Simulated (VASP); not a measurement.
# FeRu (P-6m2) in VASP: further runs, part 2 of 2

VASP 6.6.1.

**3. Single point, LDA, collinear spin, ferromagnetic start (volume scaled by 0.82)**

File INCAR:

```
PREC = Accurate
ENCUT = 520
EDIFF = 1E-6
ISMEAR = -1
SIGMA = 0.05
LREAL = F
LASPH = T
NELM = 150
ALGO = Normal
ISIF = 2
LWAVE = F
LCHARG = T
ISPIN = 2
MAGMOM = 3 1.5
LORBIT = 11
LMAXMIX = 4
GGA = CA
LELF = T
LVHAR = T
NBANDS = 22
```

File KPOINTS:

```
Automatic mesh
0
Gamma
  12 12 7
```

File POSCAR:

```
FeRu
1.0
    2.4736361305      0.0000000000      0.0000000000
   -1.2368180653      2.1422317288      0.0000000000
    0.0000000000      0.0000000000      3.8096924304
Fe Ru
1 1
Direct
    0.0000000000      0.0000000000      0.5000000000
    0.6666666667      0.3333333333      0.0000000000
```

Potentials or basis: VASP PAW LDA potentials, release 64 (Fe, Ru_pv).

Launch:

```sh
$ cat potpaw_LDA.64/Fe/POTCAR potpaw_LDA.64/Ru_pv/POTCAR > POTCAR
$ mpirun -np 1 vasp_std > vasp.out
```

OUTCAR:

```text
PREC = Accurate
   ENCUT = 520
   EDIFF = 1E-6
   ISMEAR = -1
   LREAL = F
   LASPH = T
   NELM = 150
   ISIF = 2
   ISPIN = 2
   LORBIT = 11
   GGA = CA

 ion  position               nearest neighbor table
   1  0.000  0.000  0.500-   2 2.38   2 2.38   2 2.38   2 2.38   2 2.38   2 2.38
   2  0.667  0.333  0.000-   1 2.38   1 2.38   1 2.38   1 2.38   1 2.38   1 2.38

  LATTYP: Found a hexagonal cell.
 ALAT       =     2.4736361305
 C/A-ratio  =     1.5401183640

  Lattice vectors:

 A1 = (   2.4736361305,   0.0000000000,   0.0000000000)
 A2 = (  -1.2368180653,   2.1422317288,   0.0000000000)
 A3 = (   0.0000000000,   0.0000000000,   3.8096924304)

Analysis of symmetry for initial positions (statically):
=====================================================================
 Subroutine PRICEL returns:
 Original cell was already a primitive cell.

 Routine SETGRP: Setting up the symmetry group for a
 hexagonal supercell.

 Subroutine GETGRP returns: Found 12 space group operations
 (whereof 12 operations were pure point group operations)
[... 789 lines left out ...]

 spin component 2

 k-point     1 :       0.0000    0.0000    0.0000
  band No.  band energies     occupation
      1     -30.4332      1.00000
      2     -29.4915      1.00000
      3     -29.4915      1.00000
      4       3.5901      1.00000
      5       5.6741      1.00000
      6       9.6946      1.00000
[... 589 lines left out ...]
     21      33.8488      0.00000
     22      37.0913      0.00000

 [... further k-points ...]
[... 5 lines left out ...]
  --------------------------------------------------------------------------------------
  -------------------------------------------------------------------------------------
  Total        7.6950459      7.6950459      8.1404791     -0.0000000     -0.0000000      0.0000000
  in kB      610.7023861    610.7023861    646.0533332     -0.0000000     -0.0000000      0.0000000
  external PRESSURE =     622.4860351 kB  Pullay stress =       0.0000000 kB

 VOLUME and BASIS-vectors are now :
 -----------------------------------------------------------------------------
  energy-cutoff  :      520.00
  volume of cell :       20.19
      direct lattice vectors                 reciprocal lattice vectors
     2.473636131  0.000000000  0.000000000     0.404263177  0.233401454  0.000000000
    -1.236818065  2.142231729  0.000000000     0.000000000  0.466802908  0.000000000
     0.000000000  0.000000000  3.809692430     0.000000000  0.000000000  0.262488381

 POSITION                                       TOTAL-FORCE (eV/Angst)
 -----------------------------------------------------------------------------------
      0.00000      0.00000      1.90485        -0.000000      0.000000      0.000000
      1.23682      0.71408      0.00000         0.000000      0.000000      0.000000
 -----------------------------------------------------------------------------------
    total drift:                               -0.000000      0.000000      0.000000

  FREE ENERGIE OF THE ION-ELECTRON SYSTEM (eV)
  ---------------------------------------------------
  free  energy   TOTEN  =       -19.4368735878 eV

  energy  without entropy=      -19.4220093415  energy(sigma->0) =      -19.42944146

 total charge

# of ion       s       p       d       tot
------------------------------------------
    1        0.579   0.753   6.536   7.867
    2        0.519   6.470   6.241  13.229
--------------------------------------------------
tot          1.097   7.223  12.776  21.097

 magnetization (x)

# of ion       s       p       d       tot
------------------------------------------
    1       -0.000  -0.000   0.000   0.000
    2        0.000  -0.000  -0.000  -0.000
--------------------------------------------------
tot          0.000  -0.000   0.000   0.000
```

OSZICAR:

```text
N       E                     dE             d eps       ncg     rms          rms(c)
DAV:   1     0.168911245149E+03    0.16891E+03   -0.11539E+04  7136   0.129E+03
DAV:   2    -0.151247058811E+02   -0.18404E+03   -0.17504E+03  6946   0.326E+02
DAV:   3    -0.203795247979E+02   -0.52548E+01   -0.51840E+01  8152   0.636E+01
DAV:   4    -0.204298951617E+02   -0.50370E-01   -0.50347E-01  7034   0.596E+00
DAV:   5    -0.204306288787E+02   -0.73372E-03   -0.73371E-03  8170   0.760E-01    0.290E+01
DAV:   6    -0.255910136579E+02   -0.51604E+01   -0.43476E+01  7820   0.763E+01    0.284E+01
DAV:   7    -0.199069601094E+02    0.56841E+01   -0.39737E+01  8580   0.734E+01    0.923E+00
DAV:   8    -0.194571271665E+02    0.44983E+00   -0.21066E+00  9542   0.137E+01    0.239E+00
DAV:   9    -0.194445713011E+02    0.12556E-01   -0.32155E-02  8246   0.143E+00    0.119E+00
DAV:  10    -0.194392713589E+02    0.52999E-02   -0.34509E-03  9828   0.611E-01    0.788E-01
DAV:  11    -0.194368817893E+02    0.23896E-02   -0.21124E-03  9730   0.439E-01    0.190E-01
DAV:  12    -0.194368726123E+02    0.91770E-05   -0.14363E-04 10084   0.104E-01    0.508E-02
DAV:  13    -0.194368735878E+02   -0.97542E-06   -0.57155E-06  7342   0.252E-02
   1 F= -.19436874E+02 E0= -.19429441E+02  d E =-.148642E-01  mag=     0.0005
```

Run time: 75 s. Hardware: 1 thread of Oxide Virtual Turin-like, shared host; peak memory 0.13 GiB.

Results:

```
Free energy                                           : -19.4369 eV
Pressure                                              : 62.2 GPa
Band gap on the k mesh                                : zero (filled and empty bands overlap)
Net moment                                            : 0.00 μB per cell
Valence electrons inside the program's atomic spheres : Fe 7.87; Ru 13.23
```

Levels at points of the mesh, in eV from the Fermi level:
Spin up:
```tsv
k point	band 7	band 8	band 9	band 10	band 11	band 12	band 13	band 14	band 15	band 16
(0.00, 0.00, 0.00)	-3.21	-2.04	-1.55	-1.55	-1.50	-1.50	1.37	1.37	1.61	9.77
(0.50, 0.00, 0.00)	-3.25	-2.33	-1.83	-1.26	0.74	2.02	2.82	3.84	7.28	9.77
```
Spin down:
```
           k point  band 9  band 10  band 11  band 12  band 13  band 14
(0.00, 0.00, 0.00)   -1.55    -1.55    -1.50    -1.50     1.37     1.37
(0.50, 0.00, 0.00)   -1.83    -1.26     0.74     2.02     2.82     3.84
```

Caveat: the starting moments collapsed, and a magnetic state may lie lower.

**4. Single point, LDA, collinear spin, ferromagnetic start (volume scaled by 0.88)**

File INCAR:

```
SYSTEM = FeRu
ALGO = Normal ; EDIFF = 1E-6
ENCUT = 520 ; ISIF = 2
ISMEAR = -1 ; ISPIN = 2
LASPH = .TRUE. ; LCHARG = .FALSE.
LMAXMIX = 4 ; LORBIT = 11
LREAL = .FALSE. ; LWAVE = .FALSE.
MAGMOM = 3 1.5 ; NBANDS = 22
NELM = 150 ; PREC = Accurate
SIGMA = 0.05
```

File KPOINTS:

```
k-points
0
G
  12 12 7
  0 0 0
```

File POSCAR:

```
FeRu
1.0
    2.5325542409      0.0000000000      0.0000000000
   -1.2662771204      2.1932563091      0.0000000000
    0.0000000000      0.0000000000      3.9004332941
Fe Ru
1 1
Direct
    0.0000000000      0.0000000000      0.5000000000
    0.6666666667      0.3333333333      0.0000000000
```

Launch:

```sh
$ cat potpaw_LDA.64/Fe/POTCAR potpaw_LDA.64/Ru_pv/POTCAR > POTCAR
$ mpirun -np 1 vasp_std > vasp.out
```

Run time: 97 s. Hardware: 1 thread of Oxide Virtual Turin-like, shared host; peak memory 0.14 GiB.

It converged, with:

| Property | Result |
| --- | --- |
| Free energy | -19.8296 eV |
| Pressure | 24.7 GPa |
| Band gap on the k mesh | zero (filled and empty bands overlap) |
| Net moment | 0.00 μB per cell |
| Valence electrons inside the program's atomic spheres | Fe 7.64; Ru 13.03 |

Stress tensor (GPa, compression positive):
```
23.98  0.00  0.00
 0.00 23.98  0.00
 0.00  0.00 26.12
```

Levels at points of the mesh, in eV from the Fermi level:
Spin up:
```
           k point  band 9  band 10  band 11  band 12  band 13  band 14
(0.00, 0.00, 0.00)   -1.40    -1.40    -1.35    -1.35     1.23     1.23
(0.50, 0.00, 0.00)   -1.68    -1.17     0.66     1.80     2.51     3.46
```
Spin down:
| k point | band 8 | band 9 | band 10 | band 11 | band 12 | band 13 | band 14 | band 15 |
| --- | --- | --- | --- | --- | --- | --- | --- | --- |
| (0.00, 0.00, 0.00) | -1.83 | -1.39 | -1.39 | -1.35 | -1.35 | 1.23 | 1.23 | 1.45 |
| (0.50, 0.00, 0.00) | -2.18 | -1.68 | -1.16 | 0.66 | 1.81 | 2.51 | 3.46 | 6.67 |

Caveat: the starting moments collapsed, and a magnetic state may lie lower.
